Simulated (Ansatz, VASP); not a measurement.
## One calculation of Pt, two programs

```xyz
2
Lattice="-2.5175 2.5175 1.3531 2.5175 -2.5175 1.3531 2.5175 2.5175 -1.3531" Properties=species:S:1:pos:R:3 pbc="T T T"
Pt    0.0000    0.0000    0.0000
Pt    0.0000    2.5175    0.6765
```

Alike in both runs: functional PBE; k mesh 22 × 22 × 22; occupations gaussian, width 0.1 eV; no spin polarisation.

Ansatz relaxed the structure, and its values are those at the end. VASP's run is a single point on that final structure, the one shown.

|  | VASP | Ansatz |
| --- | --- | --- |
| version | VASP 6.6.1 | Ansatz 0.2.0 |
| potentials or method | VASP PAW PBE potentials, release 64 (Pt), cutoff 520 eV | scalar-relativistic, plane waves, PAW |
| valence electrons in the cell | 20 | 36 |

|  | VASP | Ansatz | Ansatz less VASP |
| --- | --- | --- | --- |
| gap on the k mesh at the Fermi level (eV) | none | none | - |
| pressure (GPa) | -0.5 | 0.0 | +0.50 |

A gap of «none» marks a metal or a gap that the smearing closes. The functional is the same, so the differences come from potentials, cutoffs and numerics. VASP's potentials hold 20 valence electrons a cell and Ansatz's 36, so a difference there can come from the potentials and not from the codes.

Neither program's run includes spin-orbit coupling.
